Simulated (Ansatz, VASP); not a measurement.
**Two plane-wave programs on Tc3Sn**

The input INCAR:

```
  PREC = Accurate
  ENCUT = 520
  EDIFF = 1E-6
  ISMEAR = -1
  SIGMA = 0.05
  LREAL = F
  LASPH = T
  NELM = 100
  ALGO = Normal
  ISIF = 2
  LWAVE = F
  LCHARG = F
  GGA = PE
  NBANDS = 34
```

File KPOINTS:

```
regular mesh
0
Gamma
  7 7 7
```

Contents of POSCAR:

```
Tc3Sn
1.0
    4.4861600000      0.0000000000      0.0000000000
    2.2430800000      3.8851285254      0.0000000000
    2.2430800000      1.2950428418      3.6629343015
Tc Sn
3 1
Direct
    0.2500000000      0.2500000000      0.2500000000
    0.7500000000      0.7500000000      0.7500000000
    0.5000000000      0.5000000000      0.5000000000
    0.0000000000      0.0000000000      0.0000000000
```

Input for Ansatz:

```yaml
crystal:
  lattice:
    - [4.48616, 0.0, 0.0]
    - [2.2430800000000004, 3.885128525441597, 0.0]
    - [2.2430800000000004, 1.295042841813866, 3.662934301494727]
  atoms:
    - { symbol: Tc, position: [0.25000000000000017, 0.25, 0.24999999999999997] }
    - { symbol: Tc, position: [0.7500000000000001, 0.7499999999999999, 0.7500000000000001] }
    - { symbol: Tc, position: [0.5000000000000003, 0.5, 0.49999999999999994] }
    - { symbol: Sn, position: [0.0, 0.0, 0.0] }
basis:
  ecutwfc: 500.0
kpoints:
  mp_grid:
    grid: [7, 7, 7]
    shift: [0.0, 0.0, 0.0]
hamiltonian:
  xc: pbe
scf:
  occupations:
    method: fermi_dirac
    width: 0.05
output:
  stress: true
```

Alike in both runs: task single point; functional PBE; k mesh 7 × 7 × 7; occupations fermi-dirac, width 0.05 eV; no spin polarisation.

```csv
,VASP,Ansatz
version,VASP 6.6.1,Ansatz 0.2.0
potentials or method,"VASP PAW PBE potentials, release 64 (Tc_pv, Sn_d), cutoff 520 eV","plane waves, PAW"
valence electrons in the cell,53,59
```

|  | VASP | Ansatz | Ansatz less VASP |
| --- | --- | --- | --- |
| pressure (GPa) | -2.2 | -1.9 | +0.29 |

VASP's potentials hold 53 valence electrons a cell and Ansatz's 59, so a difference there can come from the potentials and not from the codes.
